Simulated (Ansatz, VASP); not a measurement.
This is a calculation of P for Ansatz 0.2.0.

Contents of input.yaml:

```yaml
crystal:
  lattice:
    - [1.7595715195, 1.0158890905, 3.1910618704]
    - [-1.7595715195, 1.0158890905, 3.1910618704]
    - [0.0, -2.0317781808, 3.1910618704]
  atoms:
    - { symbol: P, position: [0.77291975, 0.77291975, 0.77291975] }
    - { symbol: P, position: [0.22708025, 0.22708025, 0.22708025] }
kpoints:
  mp_grid: { grid: [9, 9, 9] }
scf:
  occupations: { method: fermi_dirac, width: 0.05 }
hamiltonian:
  xc: pbesol
  pseudopotentials: { kind: all_electron, lapw: { basis_error: 0.0005 } }
output:
  forces: true
  stress: true
  eigenvalues: true
```

Potentials or basis: all-electron LAPW, scalar-relativistic.

Launch:

```bash
$ ansatz run input.yaml --threads 1 --pin off --max-ram 3072MiB --backend cpu --events-out ev --progress --plain --runs-dir out
```

Translate it to VASP 6.6.1. Potentials there: VASP PAW PBE potentials, release 64 (P).

As run (the cutoff follows the program's own potentials):

INCAR

```
SYSTEM = P
PREC = Accurate ; ENCUT = 520
EDIFF = 1E-6 ; ISMEAR = -1
SIGMA = 0.05 ; LREAL = .FALSE.
LASPH = .TRUE. ; NELM = 60
ALGO = Normal ; ISIF = 2
LWAVE = .FALSE. ; LCHARG = .FALSE.
GGA = PS ; NBANDS = 12
```

The input KPOINTS:

```
Automatic mesh
0
G
  9 9 9
  0 0 0
```

File POSCAR:

```
P
1.0
    1.7595715195      1.0158890905      3.1910618704
   -1.7595715195      1.0158890905      3.1910618704
    0.0000000000     -2.0317781808      3.1910618704
P
2
Direct
    0.7729197500      0.7729197500      0.7729197500
    0.2270802500      0.2270802500      0.2270802500
```

Potentials or basis: VASP PAW PBE potentials, release 64 (P).

The run is started by

```sh
$ cat potpaw_PBE.64/P/POTCAR > POTCAR
$ mpirun -np 1 vasp_std > vasp.out
```

Both were run:

|  | VASP | Ansatz | Ansatz less VASP |
| --- | --- | --- | --- |
| gap on the k mesh at the Fermi level (eV) | none | none | - |
| pressure (GPa) | -6.3 | -6.3 | +0.01 |
| traceless stress, the component that is largest in VASP (GPa) | 0.09 | -0.01 | -0.103 |
| rms of the force components (eV/Å) | 0.079 | 0.068 | -0.0117 |

VASP's potentials were made for PBE, not for PBEsol. Atom by atom the forces differ by 0.012 eV/Å (rms over components). A gap of «none» marks a metal or a gap that the smearing closes. Ansatz ran all-electron here, and VASP with PAW potentials.
